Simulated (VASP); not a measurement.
# Ga (I4/mmm) in VASP: a series of runs, part 2 of 2

VASP 6.6.1.

### Step 4. Single point, PBE0

This run uses another cell than the first one, of 17.72 Å³/atom.

POSCAR

```
Ga
1.0
   -1.3843987196      1.3843987196      2.3112238365
    1.3843987196     -1.3843987196      2.3112238365
    1.3843987196      1.3843987196     -2.3112238365
Ga
1
Direct
    0.0000000000      0.0000000000      0.0000000000
```

INCAR.step1

```
SYSTEM = Ga
PREC     = Accurate       ! precision mode
ENCUT    = 520            ! plane-wave cutoff, eV
EDIFF    = 1E-5           ! SCF threshold, eV
ISMEAR   = -1             ! smearing method
SIGMA    = 0.05           ! smearing width, eV
LREAL    = .FALSE.        ! projectors in reciprocal space
LASPH    = .TRUE.         ! aspherical terms in the spheres
NELM     = 60             ! most SCF steps
ALGO     = Normal         ! electronic algorithm
ISIF     = 2              ! what is computed and relaxed
LWAVE    = .TRUE.         ! write WAVECAR
LCHARG   = .FALSE.        ! write CHGCAR
GGA      = PE             ! functional
NBANDS   = 12             ! bands
```

INCAR.step2

```
SYSTEM = Ga
PREC     = Accurate       ! precision mode
ENCUT    = 520            ! plane-wave cutoff, eV
EDIFF    = 1E-7           ! SCF threshold, eV
ISMEAR   = -1             ! smearing method
SIGMA    = 0.05           ! smearing width, eV
LREAL    = .FALSE.        ! projectors in reciprocal space
LASPH    = .TRUE.         ! aspherical terms in the spheres
NELM     = 60             ! most SCF steps
ALGO     = Normal         ! electronic algorithm
ISIF     = 2              ! what is computed and relaxed
LWAVE    = .FALSE.        ! write WAVECAR
LCHARG   = .FALSE.        ! write CHGCAR
GGA      = PE             ! functional
LHFCALC  = .TRUE.         ! exact exchange
AEXX     = 0.25           ! exact-exchange fraction
PRECFOCK = Normal       
ISTART   = 1            
NBANDS   = 12             ! bands
```

KPOINTS

```
Automatic mesh
0
G
  6 6 6
  0 0 0
```

Run with:

```bash
$ cat potpaw_PBE.64/Ga_d/POTCAR > POTCAR
$ cp INCAR.step1 INCAR
$ mpirun -np 1 vasp_std > vasp.out
$ cp INCAR.step2 INCAR
$ mpirun -np 1 vasp_std > vasp.out
```

Wall time 47 min (1 thread of Intel Xeon Platinum 8259CL at 2.50GHz (Skylake/Cascade Lake), shared host); peak memory 0.15 GiB.

Results (log left out):

```yaml
Free_energy: -3.6001 eV
Pressure: 2.8 GPa
Band_gap_on_the_k_mesh: zero (an odd number of electrons rules out a gap without spin polarisation)
```

Stress tensor (GPa, compression positive):
```
 7.31  0.00  0.00
 0.00  7.31  0.00
 0.00  0.00 -6.17
```

Levels at points of the mesh, in eV from the Fermi level:
```tsv
k point	band 2	band 3	band 4	band 5	band 6	band 7	band 8	band 9	band 10	band 11
(0.00, 0.00, 0.00)	-18.44	-18.41	-18.41	-18.25	-13.67	14.15	14.38	14.38	17.50	17.63
(0.50, 0.00, 0.00)	-18.55	-18.39	-18.24	-18.19	-6.14	-5.46	8.99	12.84	13.90	17.17
(0.50, 0.50, 0.00)	-18.61	-18.26	-18.24	-18.10	-2.87	-1.44	4.49	5.92	8.78	8.82
(0.50, 0.50, 0.50)	-18.61	-18.21	-18.21	-18.20	-5.65	-5.11	8.13	8.13	11.10	12.33
```

Caveat: the k points lie up to 0.44 Å⁻¹ apart, too coarse for converged energies and pressures of a metal; the PAW data sets were made with another functional, which shifts forces and pressure a little.

### Step 5. Single point, PBE0

This run uses another cell than the first one, of 17.01 Å³/atom.

POSCAR

```
Ga
1.0
   -1.3656883352      1.3656883352      2.2799872528
    1.3656883352     -1.3656883352      2.2799872528
    1.3656883352      1.3656883352     -2.2799872528
Ga
1
Direct
    0.0000000000      0.0000000000      0.0000000000
```

INCAR.step1

```
PREC = Accurate ; ENCUT = 520
EDIFF = 1E-5 ; ISMEAR = -1
SIGMA = 0.05 ; LREAL = F
LASPH = T ; NELM = 80
ALGO = Normal ; ISIF = 2
LWAVE = T ; LCHARG = F
GGA = PE ; NBANDS = 12
KPAR = 4
```

INCAR.step2

```
PREC = Accurate ; ENCUT = 520
EDIFF = 1E-6 ; ISMEAR = -1
SIGMA = 0.05 ; LREAL = F
LASPH = T ; NELM = 80
ALGO = Normal ; ISIF = 2
LWAVE = F ; LCHARG = F
GGA = PE ; LHFCALC = T
AEXX = 0.25 ; PRECFOCK = Normal
ISTART = 1 ; NBANDS = 12
KPAR = 4
```

KPOINTS

```
Automatic mesh
0
Gamma
  8 8 8
```

Potentials or basis: VASP PAW PBE potentials, release 64 (Ga_d).

Run with:

```bash
$ cat potpaw_PBE.64/Ga_d/POTCAR > POTCAR
$ cp INCAR.step1 INCAR
$ mpirun -np 4 vasp_std > vasp.out
$ cp INCAR.step2 INCAR
$ mpirun -np 4 vasp_std > vasp.out
```

OUTCAR:

```text
PREC = Accurate
   ENCUT = 520
   EDIFF = 1E-6
   ISMEAR = -1
   LREAL = F
   LASPH = T
   NELM = 80
   ISIF = 2
   GGA = PE
   LHFCALC = T
   AEXX = 0.25
   PRECFOCK = Normal
   ISTART = 1

 ion  position               nearest neighbor table
   1  0.000  0.000  0.000-

  LATTYP: Found a body centered tetragonal cell.
 ALAT       =     2.7313766704
 C/A-ratio  =     1.6694784557

  Lattice vectors:

 A1 = (  -1.3656883352,   1.3656883352,   2.2799872528)
[... 538 lines left out ...]
      2     -11.7781      2.00000
      3     -11.6676      2.00000
      4     -11.6517      2.00000
      5     -11.4603      2.00000
      6       1.9349      2.00000
      7       2.6809      2.00000
      8      13.8956      0.00000
      9      14.5717      0.00000
     10      18.8913      0.00000
     11      21.0548      0.00000
     12      29.4078      0.00000

 [... further k-points ...]
[... 5 lines left out ...]
  --------------------------------------------------------------------------------------
  -------------------------------------------------------------------------------------
  Total        0.5715271      0.5715271      0.6078877      0.0000000      0.0000000      0.0000000
  in kB       53.8334015     53.8334015     57.2582798      0.0000000      0.0000000      0.0000000
  external PRESSURE =      54.9750276 kB  Pullay stress =       0.0000000 kB

 VOLUME and BASIS-vectors are now :
 -----------------------------------------------------------------------------
  energy-cutoff  :      520.00
  volume of cell :       17.01
      direct lattice vectors                 reciprocal lattice vectors
    -1.365688335  1.365688335  2.279987253     0.000000000  0.366115743  0.219299472
     1.365688335 -1.365688335  2.279987253     0.366115743  0.000000000  0.219299472
     1.365688335  1.365688335 -2.279987253     0.366115743  0.366115743  0.000000000

 POSITION                                       TOTAL-FORCE (eV/Angst)
 -----------------------------------------------------------------------------------
      0.00000      0.00000      0.00000         0.000000      0.000000     -0.000000
 -----------------------------------------------------------------------------------
    total drift:                                0.000000      0.000000      0.000000

  FREE ENERGIE OF THE ION-ELECTRON SYSTEM (eV)
  ---------------------------------------------------
  free  energy   TOTEN  =        -3.5676807711 eV

  energy  without entropy=       -3.5666372672  energy(sigma->0) =       -3.56715902
```

OSZICAR.step1:

```text
N       E                     dE             d eps       ncg     rms          rms(c)
DAV:   1     0.429388898889E+02    0.42939E+02   -0.67156E+03  1560   0.192E+03
DAV:   2    -0.916432923631E+00   -0.43855E+02   -0.42257E+02  1476   0.265E+02
DAV:   3    -0.289170809412E+01   -0.19753E+01   -0.19706E+01  1652   0.454E+01
DAV:   4    -0.290774089680E+01   -0.16033E-01   -0.16031E-01  1632   0.418E+00
DAV:   5    -0.290790366651E+01   -0.16277E-03   -0.16277E-03  1700   0.410E-01    0.971E-01
DAV:   6    -0.288206829275E+01    0.25835E-01   -0.40790E-02  1752   0.432E+00    0.485E-01
DAV:   7    -0.287608262832E+01    0.59857E-02   -0.76659E-03  1972   0.159E+00    0.129E-01
DAV:   8    -0.287539268762E+01    0.68994E-03   -0.74245E-04  1800   0.505E-01    0.957E-03
DAV:   9    -0.287539623843E+01   -0.35508E-05   -0.61804E-06  1180   0.396E-02
   1 F= -.28753962E+01 E0= -.28745270E+01  d E =-.173847E-02
```

Wall time 45 min (4 MPI ranks of Oxide Virtual Turin-like, shared host); peak memory 0.13 GiB.

Results:

```yaml
Free_energy: -3.5677 eV
Pressure: 5.5 GPa
Band_gap_on_the_k_mesh: zero (an odd number of electrons rules out a gap without spin polarisation)
```

Stress tensor (GPa, compression positive):
```
5.38 0.00 0.00
0.00 5.38 0.00
0.00 0.00 5.73
```

Caveat: the cell stands under pressure; the PAW data sets were made with another functional, which shifts forces and pressure a little.

### Step 6. Summary

```csv
level,cell,k mesh,screening parameter,gap on the mesh (eV),pressure (GPa)
HSE06,"a = 3.088 Å, angles 125.6, 125.6, 80.5°, 1 atom",8 × 8 × 8,0.2079 1/Å,none,-0.8
PBE0,"a = 3.009 Å, angles 125.6, 125.6, 80.5°, 1 atom",6 × 6 × 6,-,none,4.5
PBE0,"a = 3.029 Å, angles 125.6, 125.6, 80.5°, 1 atom",6 × 6 × 6,-,none,2.8
PBE0,"a = 2.988 Å, angles 125.6, 125.6, 80.5°, 1 atom",8 × 8 × 8,-,none,5.5
```

Alike in all rows: task single point; potentials or basis VASP PAW PBE potentials, release 64 (Ga_d); no spin polarisation; cutoff (eV) 520; smearing fermi-dirac 0.05 eV.

Caveats: some runs use coarse meshes; the PAW data sets were made with another functional, which shifts forces and pressure a little; the cell stands under pressure (at least some runs).

Absolute energies hang on the potentials; compare differences alone.
